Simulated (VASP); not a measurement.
Runs of VASP 6.6.1 on Ti. The structure is that of space group Fm-3m (No. 225), or close to it. The cells are those of the table. 

| task | spin | cell | k mesh | cutoff (eV) | gap on the mesh (eV) | pressure (GPa) |
| --- | --- | --- | --- | --- | --- | --- |
| single point | off | a = 2.832 Å, angles 60.0°, 1 atom | 15 × 15 × 15 | 520 | none | -0.1 |
| single point | off | a = 2.794 Å, angles 60.0°, 1 atom | 15 × 15 × 15 | 520 | none | 5.1 |
| relaxation of cell and atoms | off | relaxed from a = 2.923 Å, angles 60.0°, 1 atom | 13 × 13 × 13 | 600 | none | 0.0 |
| single point | off | a = 2.905 Å, angles 60.0°, 1 atom | 15 × 15 × 15 | 520 | none | -8.3 |
| single point | off | a = 2.714 Å, angles 60.0°, 1 atom | 15 × 15 × 15 | 520 | none | (b) |
| single point | off | a = 2.869 Å, angles 60.0°, 1 atom | 15 × 15 × 15 | 520 | none | -4.5 |
| single point | off | a = 2.832 Å, angles 60.0°, 1 atom | 22 × 22 × 22 | 520 | none | -0.2 |
| single point | non-collinear, zero start, SOC | a = 2.832 Å, angles 60.0°, 1 atom | 13 × 13 × 13 | 520 | - | -0.2 |
| single point | off | a = 2.832 Å, angles 60.0°, 1 atom | 13 × 13 × 13 | 520 | none | -0.2 |
| single point | off | a = 2.941 Å, angles 60.0°, 1 atom | 15 × 15 × 15 | 520 | none | (a) |
| single point | off | a = 2.754 Å, angles 60.0°, 1 atom | 15 × 15 × 15 | 520 | none | 11.3 |

Alike in all rows: level LDA; potentials or basis VASP PAW LDA potentials, release 64 (Ti_sv); smearing fermi-dirac 0.1 eV.

Task: Fill in the values left out.

Result: (a) -11.3; (b) 18.7.

A gap of «none» marks levels without a gap at the run's occupations.
